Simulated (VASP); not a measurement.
# ZnCu (Pm-3m) in VASP: notebook

ZnCu is run at these levels: PBEsol; tasks: single point, relaxation of cell and atoms.

All numbers are computed with VASP 6.6.1; they aren't measurements. Logs are shortened: lines on timing, memory, paths and dates and some standing lists are left out, and cuts for length are marked.

**1. The cell of the first run**

It takes space group Pm-3m (No. 221, cubic). Conventional cell: a = 2.908 Å, b = 2.908 Å, c = 2.908 Å, α = 90.00°, β = 90.00°, γ = 90.00°. Zn (site symmetry m-3m) has 8 Cu at 2.52 Å and 6 Zn at 2.91 Å within 3.3 Å. Cu (site symmetry m-3m) has 8 Zn at 2.52 Å and 6 Cu at 2.91 Å within 3.3 Å.

**2. Single point, PBEsol**

Contents of INCAR:

```
PREC     = Accurate       # precision mode
ENCUT    = 520            # plane-wave cutoff, eV
EDIFF    = 1E-6           # SCF threshold, eV
ISMEAR   = 0              # smearing method
SIGMA    = 0.1            # smearing width, eV
LREAL    = False          # projectors in reciprocal space
LASPH    = True           # aspherical terms in the spheres
NELM     = 80             # most SCF steps
ALGO     = Normal         # electronic algorithm
ISIF     = 2              # what is computed and relaxed
LWAVE    = False          # write WAVECAR
LCHARG   = False          # write CHGCAR
GGA      = PS             # functional
NBANDS   = 18             # bands
```

Contents of KPOINTS:

```
Automatic mesh
0
Gamma
  14 14 14
```

Contents of POSCAR:

```
ZnCu
1.0
    2.9079947999      0.0000000000      0.0000000000
    0.0000000000      2.9079947999      0.0000000000
    0.0000000000      0.0000000000      2.9079947999
Zn Cu
1 1
Direct
    0.5000000000      0.5000000000      0.5000000000
    0.0000000000      0.0000000000      0.0000000000
```

Potentials or basis: VASP PAW PBE potentials, release 64 (Zn, Cu).

Command:

```bash
$ cat potpaw_PBE.64/Zn/POTCAR potpaw_PBE.64/Cu/POTCAR > POTCAR
$ mpirun -np 1 vasp_std > vasp.out
```

OUTCAR:

```text
PREC = Accurate
   ENCUT = 520
   EDIFF = 1E-6
   ISMEAR = 0
   LREAL = False
   LASPH = True
   NELM = 80
   ISIF = 2
   GGA = PS

 ion  position               nearest neighbor table
   1  0.500  0.500  0.500-   2 2.52   2 2.52   2 2.52   2 2.52   2 2.52   2 2.52   2 2.52   2 2.52

   2  0.000  0.000  0.000-   1 2.52   1 2.52   1 2.52   1 2.52   1 2.52   1 2.52   1 2.52   1 2.52

  LATTYP: Found a simple cubic cell.
 ALAT       =     2.9079947999

  Lattice vectors:

 A1 = (   2.9079947999,   0.0000000000,   0.0000000000)
 A2 = (   0.0000000000,   2.9079947999,   0.0000000000)
 A3 = (   0.0000000000,   0.0000000000,   2.9079947999)

Analysis of symmetry for initial positions (statically):
=====================================================================
 Subroutine PRICEL returns:
 Original cell was already a primitive cell.

 Routine SETGRP: Setting up the symmetry group for a
 simple cubic supercell.

 Subroutine GETGRP returns: Found 48 space group operations
 (whereof 48 operations were pure point group operations)
 out of a pool of 48 trial point group operations.

The static configuration has the point symmetry O_h .

Analysis of symmetry for dynamics (positions and initial velocities):
=====================================================================
 Subroutine PRICEL returns:
 Original cell was already a primitive cell.

 Routine SETGRP: Setting up the symmetry group for a
 simple cubic supercell.

 Subroutine GETGRP returns: Found 48 space group operations
 (whereof 48 operations were pure point group operations)
 out of a pool of 48 trial point group operations.

The dynamic configuration has the point symmetry O_h .

 Subroutine INISYM returns: Found 48 space group operations
 (whereof 48 operations are pure point group operations),
 and found     1 'primitive' translations

----------------------------------------------------------------------------------------

                                     Primitive cell

  volume of cell :      24.5913

  direct lattice vectors                    reciprocal lattice vectors
     2.907994800  0.000000000  0.000000000     0.343879570  0.000000000  0.000000000
     0.000000000  2.907994800  0.000000000     0.000000000  0.343879570  0.000000000
     0.000000000  0.000000000  2.907994800     0.000000000  0.000000000  0.343879570

  length of vectors
     2.907994800  2.907994800  2.907994800     0.343879570  0.343879570  0.343879570

  position of ions in fractional coordinates (direct lattice)
     0.500000000  0.500000000  0.500000000
     0.000000000  0.000000000  0.000000000

  ion indices of the primitive-cell ions
   primitive index   ion index
                 1           1
                 2           2

----------------------------------------------------------------------------------------

 KPOINTS: Automatic mesh

Automatic generation of k-mesh.
 Grid dimensions read from file:
 generate k-points for:   14   14   14

 Generating k-lattice:

  Cartesian coordinates                     Fractional coordinates (reciprocal lattice)
     0.024562826  0.000000000  0.000000000     0.071428571  0.000000000  0.000000000
     0.000000000  0.024562826  0.000000000     0.000000000  0.071428571  0.000000000
     0.000000000  0.000000000  0.024562826     0.000000000  0.000000000  0.071428571

  Length of vectors
     0.024562826  0.024562826  0.024562826

  Shift w.r.t. Gamma in fractional coordinates (k-lattice)
     0.000000000  0.000000000  0.000000000

 Subroutine IBZKPT returns following result:
 ===========================================

 Found    120 irreducible k-points:

 Following reciprocal coordinates:
            Coordinates               Weight
  0.000000  0.000000  0.000000      1.000000
  0.071429  0.000000  0.000000      6.000000
  0.142857  0.000000  0.000000      6.000000
  0.214286  0.000000  0.000000      6.000000
  0.285714  0.000000  0.000000      6.000000
  0.357143  0.000000  0.000000      6.000000
[... 16 lines left out ...]
  0.285714  0.214286  0.000000     24.000000
  0.357143  0.214286  0.000000     24.000000
 [... further k-points ...]
   k-points           NKPTS =    120   k-points in BZ     NKDIM =    120   number of bands    NBANDS=     18
   number of dos      NEDOS =    301   number of ions     NIONS =      2
   total plane-waves  NPLWV =  13824
   dimension x,y,z NGX =    24 NGY =   24 NGZ =   24
   dimension x,y,z NGXF=    48 NGYF=   48 NGZF=   48
   ions per type =               1   1
   NGX,Y,Z   is equivalent  to a cutoff of  13.72, 13.72, 13.72 a.u.
   NGXF,Y,Z  is equivalent  to a cutoff of  27.44, 27.44, 27.44 a.u.
 SYSTEM =  unknown system
   PREC   = accura    normal or accurate (medium, high low for compatibility)
   ISTART =      0    job   : 0-new  1-cont  2-samecut
   ICHARG =      2    charge: 1-file 2-atom 10-const
   ISPIN  =      1    spin polarized calculation?
   LNONCOLLINEAR =      F non collinear calculations
   LSORBIT =      F    spin-orbit coupling
   LASPH  =      T    aspherical Exc in radial PAW
   ENCUT  =  520.0 eV  38.22 Ry    6.18 a.u.   5.41  5.41  5.41*2*pi/ulx,y,z
   NELM   =     80;   NELMIN=  2; NELMDL= -5     # of ELM steps
   EDIFF  = 0.1E-05   stopping-criterion for ELM
   LREAL  =      F    real-space projection
[... 7 lines left out ...]
   TEBEG  =    0.0;   TEEND  =   0.0 temperature during run
   PSTRESS=    0.0 pullay stress
   NELECT =      23.0000    total number of electrons
   NUPDOWN=      -1.0000    fix difference up-down
   EMIN   =  10.00;   EMAX   =-10.00  energy-range for DOS
   EFERMI =   0.00;   METHOD = LEGACY
   ISMEAR =     0;   SIGMA  =   0.10  broadening in eV -4-tet -1-fermi 0-gaus
   EFERMI_NEDOS =   21; number of points for ismear=-14 and -15
   IALGO  =     38    algorithm
   IMIX   =      4    mixing-type and parameters
     AMIX     =   0.40;   BMIX     =  1.00
     AMIX_MAG =   1.60;   BMIX_MAG =  1.00
  volume/ion in A,a.u.               =      12.30        82.98
  Fermi-wavevector in a.u.,A,eV,Ry     =   1.600997  3.025445 34.874331  2.563191
  Thomas-Fermi vector in A             =   2.698045
   LORBIT       =      0    0 simple, 1 ext, 2 COOP (PROOUT), +10 PAW based schemes
   GGA     = PS    functional components
   LHFCALC =     F    Hartree Fock is set to
   AEXX    =    0.0000 exact exchange contribution
   IVDW    =     0    specifies the selected vdW correction
   LEPSILON=     F    determine dielectric tensor
   LRPA    =     F    only Hartree local field effects (RPA)
 non-spin polarized calculation
 Gauss-broadening in eV      SIGMA  =   0.10
  energy-cutoff  :      520.00
  volume of cell :       24.59
 maximum number of plane-waves:       691
 NGX is ok and might be reduce to    24
   NGX = 11   NGY = 11   NGZ = 11

 number of electron      22.9999984 magnetization

 Free energy of the ion-electron system (eV)
  ---------------------------------------------------
  ext. energy  EPLUGINS =         0.00000000
  ---------------------------------------------------
  free energy    TOTEN  =        -6.09927764 eV

  energy without entropy =       -6.09784886  energy(sigma->0) =       -6.09856325

 E-fermi :   5.7414     XC(G=0): -12.7810

 val. band max:        5.6150807201   @ k =   0.5000   0.5000   0.2143
 cond. band min:       5.7556729811   @ k =   0.4286   0.3571   0.2143
 fundamental gap:      0.1405922610
 Fermi energy:         5.7413830398

 k-point     1 :       0.0000    0.0000    0.0000
  band No.  band energies     occupation
      1      -4.9341      2.00000
      2      -2.2231      2.00000
      3      -2.2231      2.00000
      4      -1.4594      2.00000
      5      -1.4594      2.00000
      6      -1.4594      2.00000
[... 10 lines left out ...]
     17      18.6000      0.00000
     18      29.5478      0.00000

 k-point     2 :       0.0714    0.0000    0.0000
  band No.  band energies     occupation
      1      -4.8391      2.00000
      2      -2.2109      2.00000
      3      -2.2017      2.00000
      4      -1.4681      2.00000
      5      -1.4681      2.00000
      6      -1.4547      2.00000
[... 10 lines left out ...]
     17      19.1731      0.00000
     18      28.4749      0.00000

 k-point     3 :       0.1429    0.0000    0.0000
  band No.  band energies     occupation
      1      -4.5572      2.00000
      2      -2.1763      2.00000
      3      -2.1394      2.00000
      4      -1.4924      2.00000
      5      -1.4924      2.00000
      6      -1.4417      2.00000
[... 10 lines left out ...]
     17      21.1736      0.00000
     18      26.7645      0.00000

 k-point     4 :       0.2143    0.0000    0.0000
  band No.  band energies     occupation
      1      -4.0999      2.00000
      2      -2.1254      2.00000
      3      -2.0404      2.00000
      4      -1.5273      2.00000
      5      -1.5273      2.00000
      6      -1.4227      2.00000
[... 10 lines left out ...]
     17      23.8263      0.00000
     18      25.0868      0.00000

 k-point     5 :       0.2857    0.0000    0.0000
  band No.  band energies     occupation
      1      -3.4981      2.00000
      2      -2.0678      2.00000
      3      -1.8993      2.00000
      4      -1.5660      2.00000
      5      -1.5660      2.00000
      6      -1.4013      2.00000
[... 10 lines left out ...]
     17      23.1372      0.00000
     18      23.1377      0.00000

 k-point     6 :       0.3571    0.0000    0.0000
  band No.  band energies     occupation
      1      -2.8491      2.00000
      2      -2.0147      2.00000
      3      -1.6583      2.00000
      4      -1.6006      2.00000
      5      -1.6006      2.00000
      6      -1.3819      2.00000
[... 10 lines left out ...]
     17      21.3288      0.00000
     18      21.3288      0.00000

 k-point     7 :       0.4286    0.0000    0.0000
  band No.  band energies     occupation
      1      -2.4044      2.00000
      2      -1.9772      2.00000
      3      -1.6245      2.00000
      4      -1.6245      2.00000
      5      -1.3684      2.00000
      6      -1.1441      2.00000
[... 10 lines left out ...]
     17      19.6493      0.00000
     18      19.9133      0.00000

 k-point     8 :       0.5000    0.0000    0.0000
  band No.  band energies     occupation
      1      -2.2813      2.00000
      2      -1.9637      2.00000
      3      -1.6330      2.00000
      4      -1.6330      2.00000
      5      -1.3636      2.00000
      6      -0.6307      2.00000
[... 10 lines left out ...]
     17      19.4249      0.00000
     18      20.5455      0.00000
[... 229 lines left out ...]
     17      21.6242      0.00000
     18      22.6299      0.00000

 k-point    20 :       0.4286    0.1429    0.0000
  band No.  band energies     occupation
      1      -2.2679      2.00000
      2      -1.9376      2.00000
      3      -1.8462      2.00000
      4      -1.6461      2.00000
      5      -1.4444      2.00000
      6      -0.7028      2.00000
[... 10 lines left out ...]
     17      19.9794      0.00000
     18      21.6663      0.00000

 k-point    21 :       0.5000    0.1429    0.0000
  band No.  band energies     occupation
      1      -2.1598      2.00000
      2      -1.9076      2.00000
      3      -1.8822      2.00000
      4      -1.6552      2.00000
      5      -1.4435      2.00000
      6      -0.0501      2.00000
[... 10 lines left out ...]
     17      20.1526      0.00000
     18      20.9969      0.00000

 k-point    22 :       0.2143    0.2143    0.0000
  band No.  band energies     occupation
      1      -3.3442      2.00000
      2      -2.0376      2.00000
      3      -1.8886      2.00000
      4      -1.5687      2.00000
      5      -1.5544      2.00000
      6      -1.4803      2.00000
[... 10 lines left out ...]
     17      23.6850      0.00000
     18      24.9665      0.00000

 k-point    23 :       0.2857    0.2143    0.0000
  band No.  band energies     occupation
      1      -2.8604      2.00000
      2      -2.0132      2.00000
      3      -1.7886      2.00000
      4      -1.6048      2.00000
      5      -1.5006      2.00000
      6      -1.4517      2.00000
[... 10 lines left out ...]
     17      23.6144      0.00000
     18      23.9636      0.00000

 k-point    24 :       0.3571    0.2143    0.0000
  band No.  band energies     occupation
      1      -2.4502      2.00000
      2      -2.0120      2.00000
      3      -1.7409      2.00000
      4      -1.6421      2.00000
      5      -1.5140      2.00000
      6      -1.0538      2.00000
[... 10 lines left out ...]
     17      21.9461      0.00000
     18      22.8336      0.00000

 [... further k-points ...]
[... 5 lines left out ...]
  --------------------------------------------------------------------------------------
  -------------------------------------------------------------------------------------
  Total        0.1077392      0.1077392      0.1077392      0.0000000      0.0000000      0.0000000
  in kB        7.0194572      7.0194572      7.0194572      0.0000000      0.0000000      0.0000000
  external PRESSURE =       7.0194572 kB  Pullay stress =       0.0000000 kB

 VOLUME and BASIS-vectors are now :
 -----------------------------------------------------------------------------
  energy-cutoff  :      520.00
  volume of cell :       24.59
      direct lattice vectors                 reciprocal lattice vectors
     2.907994800  0.000000000  0.000000000     0.343879570  0.000000000  0.000000000
     0.000000000  2.907994800  0.000000000     0.000000000  0.343879570  0.000000000
     0.000000000  0.000000000  2.907994800     0.000000000  0.000000000  0.343879570

 POSITION                                       TOTAL-FORCE (eV/Angst)
 -----------------------------------------------------------------------------------
      1.45400      1.45400      1.45400         0.000000      0.000000      0.000000
      0.00000      0.00000      0.00000         0.000000      0.000000      0.000000
 -----------------------------------------------------------------------------------
    total drift:                                0.000000      0.000000     -0.000000

  FREE ENERGIE OF THE ION-ELECTRON SYSTEM (eV)
  ---------------------------------------------------
  free  energy   TOTEN  =        -6.0992776430 eV

  energy  without entropy=       -6.0978488604  energy(sigma->0) =       -6.09856325
```

Wall time 34 s (1 thread of AMD EPYC 7R43 (Zen 3), shared host); peak memory 0.14 GiB.

What came out:

```
Free energy : -6.0993 eV
Pressure    : 0.7 GPa
```

Caveat: the PAW data sets were made with another functional, which shifts forces and pressure a little.

**3. Relaxation of cell and atoms, PBEsol**

This run uses another cell than the first one, of 12.23 Å³/atom, 0.995 times its volume.

Contents of INCAR:

```
SYSTEM = ZnCu
PREC = Accurate ; ENCUT = 600
EDIFF = 1E-6 ; ISMEAR = 0
SIGMA = 0.1 ; LREAL = .FALSE.
LASPH = .TRUE. ; NELM = 80
ALGO = Normal ; ISIF = 3
LWAVE = .FALSE. ; LCHARG = .FALSE.
GGA = PS ; IBRION = 2
NSW = 80 ; EDIFFG = -0.01
```

Contents of KPOINTS:

```
Automatic mesh
0
G
  14 14 14
  0 0 0
```

Contents of POSCAR:

```
ZnCu
1.0
    2.9029199243      0.0000000000      0.0000000000
    0.0000000000      2.9029199243      0.0000000000
    0.0000000000      0.0000000000      2.9029199243
Zn Cu
1 1
Direct
    0.5000000000      0.5000000000      0.5000000000
    0.0000000000      0.0000000000      0.0000000000
```

Potentials or basis: VASP PAW PBE potentials, release 64 (Zn, Cu).

Command:

```bash
$ cat potpaw_PBE.64/Zn/POTCAR potpaw_PBE.64/Cu/POTCAR > POTCAR
$ mpirun -np 1 vasp_std > vasp.out
```

Run time: 66 s. Hardware: 1 thread of AMD EPYC 7R43 (Zen 3), shared host; peak memory 0.15 GiB.

The run converged. Its results:

```yaml
Free_energy: -6.0994 eV
Relaxed_volume: 12.36 Å³/atom
Relaxed_cell: a = 2.913 Å, b = 2.913 Å, c = 2.913 Å, α = 90.00°, β = 90.00°, γ = 90.00°
Space_group_after_relaxing_to_0.05_Å: Pm-3m (No. 221)
Energy_gained_by_relaxing: 0.6 meV/atom
Ionic_steps: 3
Pressure_after_relaxing: -0.1 GPa
```

Step by step:
```csv
step,energy change (eV),largest force (eV/Å),pressure (GPa),volume (Å³)
1,0.0000,0.0000,1.41,24.46
2,-0.0008,0.0000,-0.65,24.85
3,-0.0011,0.0000,-0.10,24.72
```

Final structure:
```yaml
crystal:
  lattice:
    - [2.91302, 0.00000, 0.00000]
    - [0.00000, 2.91302, 0.00000]
    - [0.00000, 0.00000, 2.91302]
  atoms:
    - { symbol: Zn, position: [0.50000, 0.50000, 0.50000] }
    - { symbol: Cu, position: [0.00000, 0.00000, 0.00000] }
```

Levels at points of the mesh, in eV from the Fermi level:
```tsv
k point	band 10	band 11	band 12	band 13	band 14	band 15
(0.00, 0.00, 0.00)	-2.80	-2.80	6.30	6.30	6.30	11.46
(0.50, 0.00, 0.00)	-3.38	-2.88	-2.04	11.96	11.96	12.57
(0.50, 0.50, 0.00)	-2.55	-2.03	-2.03	1.88	2.21	14.24
(0.50, 0.50, 0.50)	-2.53	4.05	4.39	4.39	4.39	4.60
```

Caveat: the PAW data sets were made with another functional, which shifts forces and pressure a little. Zero-point motion and thermal expansion aren't in these numbers.
